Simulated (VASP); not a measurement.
# AlN (P6_3/mmc) in VASP: notebook

The runs below take AlN through single point, with PBEsol.

Program: VASP 6.6.1. These are calculated values, not measurements. Logs are shortened: lines on timing, memory, paths and dates and some standing lists are left out, and cuts for length are marked.

**1. The cell of the first run**

Symmetry: P6_3/mmc, No. 194, hexagonal system. Conventional cell: a = 3.222 Å, b = 3.222 Å, c = 4.141 Å, α = 90.00°, β = 90.00°, γ = 120.00°. Within 2.5 Å of Al (site symmetry -6m2) lie 5 N at 1.86 to 2.07 Å. Within 2.5 Å of N (site symmetry -6m2) lie 5 Al at 1.86 to 2.07 Å.

**2. Single point, PBEsol**

Contents of INCAR:

```
SYSTEM = AlN
PREC     = Accurate       ! precision mode
ENCUT    = 520            ! plane-wave cutoff, eV
EDIFF    = 1E-7           ! SCF threshold, eV
ISMEAR   = 0              ! smearing method
SIGMA    = 0.05           ! smearing width, eV
LREAL    = .False.        ! projectors in reciprocal space
LASPH    = .True.         ! aspherical terms in the spheres
NELM     = 100            ! most SCF steps
ALGO     = Normal         ! electronic algorithm
ISIF     = 2              ! what is computed and relaxed
LWAVE    = .False.        ! write WAVECAR
LCHARG   = .False.        ! write CHGCAR
GGA      = PS             ! functional
NBANDS   = 16             ! bands
```

Contents of KPOINTS:

```
regular mesh
0
Gamma
  9 9 6
  0 0 0
```

Contents of POSCAR:

```
AlN
1.0
    3.2223000000      0.0000000000      0.0000000000
   -1.6111500000      2.7905936586      0.0000000000
    0.0000000000      0.0000000000      4.1412155349
Al N
2 2
Direct
    0.3333333333      0.6666666667      0.7500000000
    0.6666666667      0.3333333333      0.2500000000
    0.3333333333      0.6666666667      0.2500000000
    0.6666666667      0.3333333333      0.7500000000
```

Potentials or basis: VASP PAW PBE potentials, release 64 (Al, N).

On the command line:

```console
$ cat potpaw_PBE.64/Al/POTCAR potpaw_PBE.64/N/POTCAR > POTCAR
$ mpirun -np 1 vasp_std > vasp.out
```

OUTCAR:

```text
SYSTEM = AlN
   PREC = Accurate
   ENCUT = 520
   EDIFF = 1E-7
   ISMEAR = 0
   LREAL = .False.
   LASPH = .True.
   NELM = 100
   ISIF = 2
   GGA = PS

 ion  position               nearest neighbor table
   1  0.333  0.667  0.750-   4 1.86   4 1.86   4 1.86   3 2.07   3 2.07   2 2.78   2 2.78   2 2.78
                             2 2.78   2 2.78   2 2.78
   2  0.667  0.333  0.250-   3 1.86   3 1.86   3 1.86   4 2.07   4 2.07   1 2.78   1 2.78   1 2.78
                             1 2.78   1 2.78   1 2.78
   3  0.333  0.667  0.250-   2 1.86   2 1.86   2 1.86   1 2.07   1 2.07
   4  0.667  0.333  0.750-   1 1.86   1 1.86   1 1.86   2 2.07   2 2.07

  LATTYP: Found a hexagonal cell.
 ALAT       =     3.2223000000
 C/A-ratio  =     1.2851737997

  Lattice vectors:

 A1 = (   3.2223000000,   0.0000000000,   0.0000000000)
 A2 = (  -1.6111500000,   2.7905936586,   0.0000000000)
 A3 = (   0.0000000000,   0.0000000000,   4.1412155349)

Analysis of symmetry for initial positions (statically):
=====================================================================
 Subroutine PRICEL returns:
 Original cell was already a primitive cell.

 Routine SETGRP: Setting up the symmetry group for a
 hexagonal supercell.

 Subroutine GETGRP returns: Found 24 space group operations
 (whereof 12 operations were pure point group operations)
 out of a pool of 24 trial point group operations.

The static configuration has the point symmetry D_3d.
 The point group associated with its full space group is D_6h.

Analysis of symmetry for dynamics (positions and initial velocities):
=====================================================================
 Subroutine PRICEL returns:
 Original cell was already a primitive cell.

 Routine SETGRP: Setting up the symmetry group for a
 hexagonal supercell.

 Subroutine GETGRP returns: Found 24 space group operations
 (whereof 12 operations were pure point group operations)
 out of a pool of 24 trial point group operations.

The dynamic configuration has the point symmetry D_3d.
 The point group associated with its full space group is D_6h.

 Subroutine INISYM returns: Found 24 space group operations
 (whereof 12 operations are pure point group operations),
 and found     1 'primitive' translations

----------------------------------------------------------------------------------------

                                     Primitive cell

  volume of cell :      37.2383

  direct lattice vectors                    reciprocal lattice vectors
     3.222300000  0.000000000  0.000000000     0.310337337  0.179173345  0.000000000
    -1.611150000  2.790593659  0.000000000     0.000000000  0.358346690  0.000000000
     0.000000000  0.000000000  4.141215535     0.000000000  0.000000000  0.241474995

  length of vectors
     3.222300000  3.222300000  4.141215535     0.358346690  0.358346690  0.241474995

  position of ions in fractional coordinates (direct lattice)
     0.333333333  0.666666667  0.750000000
     0.666666667  0.333333333  0.250000000
     0.333333333  0.666666667  0.250000000
     0.666666667  0.333333333  0.750000000

  ion indices of the primitive-cell ions
   primitive index   ion index
                 1           1
                 2           2
                 3           3
                 4           4

----------------------------------------------------------------------------------------

 KPOINTS: regular mesh

Automatic generation of k-mesh.
 Grid dimensions read from file:
 generate k-points for:    9    9    6

 Generating k-lattice:

  Cartesian coordinates                     Fractional coordinates (reciprocal lattice)
     0.034481926  0.019908149  0.000000000     0.111111111  0.000000000  0.000000000
     0.000000000  0.039816299  0.000000000     0.000000000  0.111111111  0.000000000
     0.000000000  0.000000000  0.040245832     0.000000000  0.000000000  0.166666667

  Length of vectors
     0.039816299  0.039816299  0.040245832

  Shift w.r.t. Gamma in fractional coordinates (k-lattice)
     0.000000000  0.000000000  0.000000000

 Subroutine IBZKPT returns following result:
 ===========================================

 Found     48 irreducible k-points:

 Following reciprocal coordinates:
            Coordinates               Weight
  0.000000  0.000000  0.000000      1.000000
  0.111111  0.000000  0.000000      6.000000
  0.222222  0.000000  0.000000      6.000000
  0.333333  0.000000  0.000000      6.000000
  0.444444  0.000000  0.000000      6.000000
  0.111111  0.111111  0.000000      6.000000
[... 16 lines left out ...]
  0.333333  0.222222  0.166667     24.000000
  0.333333  0.333333  0.166667      4.000000
 [... further k-points ...]
   k-points           NKPTS =     48   k-points in BZ     NKDIM =     48   number of bands    NBANDS=     16
   number of dos      NEDOS =    301   number of ions     NIONS =      4
   total plane-waves  NPLWV =  18432
   dimension x,y,z NGX =    24 NGY =   24 NGZ =   32
   dimension x,y,z NGXF=    48 NGYF=   48 NGZF=   64
   ions per type =               2   2
   NGX,Y,Z   is equivalent  to a cutoff of  12.38, 12.38, 12.85 a.u.
   NGXF,Y,Z  is equivalent  to a cutoff of  24.76, 24.76, 25.69 a.u.
 SYSTEM =  AlN
   PREC   = accura    normal or accurate (medium, high low for compatibility)
   ISTART =      0    job   : 0-new  1-cont  2-samecut
   ICHARG =      2    charge: 1-file 2-atom 10-const
   ISPIN  =      1    spin polarized calculation?
   LNONCOLLINEAR =      F non collinear calculations
   LSORBIT =      F    spin-orbit coupling
   LASPH  =      T    aspherical Exc in radial PAW
   ENCUT  =  520.0 eV  38.22 Ry    6.18 a.u.   5.99  5.99  7.70*2*pi/ulx,y,z
   NELM   =    100;   NELMIN=  2; NELMDL= -5     # of ELM steps
   EDIFF  = 0.1E-06   stopping-criterion for ELM
   LREAL  =      F    real-space projection
   EDIFFG = 0.1E-05   stopping-criterion for IOM
   NSW    =      0    number of steps for IOM
   IBRION =     -1    ionic relax: 0-MD 1-quasi-New 2-CG
   NFREE  =      0    steps in history (QN), initial steepest desc. (CG)
   ISIF   =      2    stress and relaxation
   ISYM   =      2    0-nonsym 1-usesym 2-fastsym
   POTIM  = 0.5000    time-step for ionic-motion
   TEBEG  =    0.0;   TEEND  =   0.0 temperature during run
   PSTRESS=    0.0 pullay stress
   NELECT =      16.0000    total number of electrons
   NUPDOWN=      -1.0000    fix difference up-down
   EMIN   =  10.00;   EMAX   =-10.00  energy-range for DOS
   EFERMI =   0.00;   METHOD = LEGACY
   ISMEAR =     0;   SIGMA  =   0.05  broadening in eV -4-tet -1-fermi 0-gaus
   EFERMI_NEDOS =   21; number of points for ismear=-14 and -15
   IALGO  =     38    algorithm
   IMIX   =      4    mixing-type and parameters
     AMIX     =   0.40;   BMIX     =  1.00
     AMIX_MAG =   1.60;   BMIX_MAG =  1.00
  volume/ion in A,a.u.               =       9.31        62.82
  Fermi-wavevector in a.u.,A,eV,Ry     =   1.235335  2.334444 20.763200  1.526052
  Thomas-Fermi vector in A             =   2.369989
   LORBIT       =      0    0 simple, 1 ext, 2 COOP (PROOUT), +10 PAW based schemes
   GGA     = PS    functional components
   LHFCALC =     F    Hartree Fock is set to
   AEXX    =    0.0000 exact exchange contribution
   IVDW    =     0    specifies the selected vdW correction
   LEPSILON=     F    determine dielectric tensor
   LRPA    =     F    only Hartree local field effects (RPA)
 non-spin polarized calculation
 Gauss-broadening in eV      SIGMA  =   0.05
  energy-cutoff  :      520.00
  volume of cell :       37.24
 maximum number of plane-waves:      1020
 NGX is ok and might be reduce to    24
   NGX = 11   NGY = 11   NGZ = 15

 number of electron      16.0000004 magnetization

 Free energy of the ion-electron system (eV)
  ---------------------------------------------------
  ext. energy  EPLUGINS =         0.00000000
  ---------------------------------------------------
  free energy    TOTEN  =       -30.86146109 eV

  energy without entropy =      -30.86146109  energy(sigma->0) =      -30.86146109

 E-fermi :   8.9128     XC(G=0): -11.6516

 val. band max:        8.6904637919   @ k =   0.0000   0.0000   0.0000
 cond. band min:      12.3349762833   @ k =   0.0000   0.0000   0.0000
 fundamental gap:      3.6445124914
 Fermi energy:         8.9128359521

 k-point     1 :       0.0000    0.0000    0.0000
  band No.  band energies     occupation
      1      -8.6621      2.00000
      2      -4.7473      2.00000
      3       1.2546      2.00000
      4       5.2061      2.00000
      5       5.2061      2.00000
      6       6.8526      2.00000
[... 8 lines left out ...]
     15      20.7368      0.00000
     16      20.7615      0.00000

 k-point     2 :       0.1111    0.0000    0.0000
  band No.  band energies     occupation
      1      -8.5081      2.00000
      2      -4.7336      2.00000
      3       1.4175      2.00000
      4       4.6689      2.00000
      5       4.9935      2.00000
      6       6.3595      2.00000
[... 8 lines left out ...]
     15      20.1288      0.00000
     16      20.7071      0.00000

 k-point     3 :       0.2222    0.0000    0.0000
  band No.  band energies     occupation
      1      -8.0656      2.00000
      2      -4.7453      2.00000
      3       1.8932      2.00000
      4       3.5025      2.00000
      5       4.5640      2.00000
      6       5.4332      2.00000
[... 8 lines left out ...]
     15      19.1709      0.00000
     16      21.3425      0.00000
[... 362 lines left out ...]
 k-point    23 :       0.3333    0.2222    0.1667
  band No.  band energies     occupation
      1      -6.2984      2.00000
      2      -5.4340      2.00000
      3       1.6821      2.00000
      4       2.5495      2.00000
      5       3.3662      2.00000
      6       5.1682      2.00000
[... 8 lines left out ...]
     15      20.7275      0.00000
     16      22.5451      0.00000

 k-point    24 :       0.3333    0.3333    0.1667
  band No.  band energies     occupation
      1      -5.8038      2.00000
      2      -5.8038      2.00000
      3       1.6518      2.00000
      4       2.8181      2.00000
      5       2.8181      2.00000
      6       5.2854      2.00000
[... 8 lines left out ...]
     15      20.2941      0.00000
     16      22.2728      0.00000

 [... further k-points ...]

------------------------ aborting loop because EDIFF is reached ----------------------------------------

  FORCE on cell =-STRESS in cart. coord.  units (eV):
  Direction    XX          YY          ZZ          XY          YZ          ZX
  --------------------------------------------------------------------------------------
  -------------------------------------------------------------------------------------
  Total        3.5415623      3.5415623      1.5580997      0.0000000     -0.0000000     -0.0000000
  in kB      152.3754684    152.3754684     67.0371320      0.0000000     -0.0000000     -0.0000000
  external PRESSURE =     123.9293563 kB  Pullay stress =       0.0000000 kB

 VOLUME and BASIS-vectors are now :
 -----------------------------------------------------------------------------
  energy-cutoff  :      520.00
  volume of cell :       37.24
      direct lattice vectors                 reciprocal lattice vectors
     3.222300000  0.000000000  0.000000000     0.310337337  0.179173345  0.000000000
    -1.611150000  2.790593659  0.000000000     0.000000000  0.358346690  0.000000000
     0.000000000  0.000000000  4.141215535     0.000000000  0.000000000  0.241474995

 POSITION                                       TOTAL-FORCE (eV/Angst)
 -----------------------------------------------------------------------------------
     -0.00000      1.86040      3.10591         0.000000     -0.000000      0.000000
      1.61115      0.93020      1.03530        -0.000000      0.000000      0.000000
     -0.00000      1.86040      1.03530         0.000000     -0.000000      0.000000
      1.61115      0.93020      3.10591         0.000000      0.000000      0.000000
 -----------------------------------------------------------------------------------
    total drift:                               -0.000000      0.000000      0.000000

  FREE ENERGIE OF THE ION-ELECTRON SYSTEM (eV)
  ---------------------------------------------------
  free  energy   TOTEN  =       -30.8614610929 eV

  energy  without entropy=      -30.8614610929  energy(sigma->0) =      -30.86146109
```

It took 17 s on 1 thread of Intel Xeon 6975P-C, shared host; peak memory 0.15 GiB.

Results:

```yaml
Free_energy: -30.8615 eV
Pressure: 12.4 GPa
Band_gap_on_the_k_mesh: 3.64 eV, direct
```

Stress tensor (GPa, compression positive):
```
15.24  0.00  0.00
 0.00 15.24  0.00
 0.00  0.00  6.70
```

Levels at points of the mesh, in eV from the valence-band top:
| k point | band 5 | band 6 | band 7 | band 8 | band 9 | band 10 | band 11 | band 12 |
| --- | --- | --- | --- | --- | --- | --- | --- | --- |
| (0.00, 0.00, 0.00) | -3.48 | -1.84 | -1.84 | 0.00 | 3.64 | 4.90 | 8.54 | 8.54 |
| (0.00, 0.00, 0.50) | -2.70 | -2.70 | -2.70 | -2.70 | 5.95 | 5.95 | 8.70 | 8.70 |

Caveat: the PAW data sets were made with another functional, which shifts forces and pressure a little. As with any semilocal functional, this PBEsol gap is likely too small.

**3. Single point, PBEsol**

This run uses another cell than the first one, of 9.35 Å³/atom, 1.004 times its volume.

Contents of INCAR:

```
SYSTEM = AlN
ALGO = Normal
EDIFF = 1E-6
ENCUT = 520
GGA = PS
ISIF = 2
ISMEAR = 0
LASPH = .TRUE.
LCHARG = .FALSE.
LREAL = .FALSE.
LWAVE = .FALSE.
NBANDS = 16
NELM = 100
PREC = Accurate
SIGMA = 0.05
```

Contents of KPOINTS:

```
k-points
0
G
  9 9 6
  0 0 0
```

Contents of POSCAR:

```
AlN
1.0
    3.2620000000      0.0000000000      0.0000000000
   -1.6310000000      2.8249748671      0.0000000000
    0.0000000000      0.0000000000      4.0584000000
Al N
2 2
Direct
    0.3333333333      0.6666666667      0.7500000000
    0.6666666667      0.3333333333      0.2500000000
    0.3333333333      0.6666666667      0.2500000000
    0.6666666667      0.3333333333      0.7500000000
```

Potentials or basis: VASP PAW PBE potentials, release 64 (Al, N).

On the command line:

```console
$ cat potpaw_PBE.64/Al/POTCAR potpaw_PBE.64/N/POTCAR > POTCAR
$ mpirun -np 1 vasp_std > vasp.out
```

It took 16 s on 1 thread of Intel Xeon 6975P-C, shared host; peak memory 0.16 GiB.

Results (log left out):

| Property | Result |
| --- | --- |
| Free energy | -30.8931 eV |
| Pressure | 10.2 GPa |
| Band gap on the k mesh | 3.68 eV, direct |

Stress tensor (GPa, compression positive):
```
10.05  0.00  0.00
 0.00 10.05  0.00
 0.00  0.00 10.51
```

Levels at points of the mesh, in eV from the valence-band top:
```csv
k point,band 5,band 6,band 7,band 8,band 9,band 10,band 11,band 12
"(0.00, 0.00, 0.00)",-3.46,-1.65,-1.65,0.00,3.68,4.84,8.44,8.44
"(0.00, 0.00, 0.50)",-2.60,-2.60,-2.60,-2.60,5.99,5.99,8.56,8.56
```

Caveat: the PAW data sets were made with another functional, which shifts forces and pressure a little. A k mesh can miss the band edges.

(Continued in part 2 of 2.)
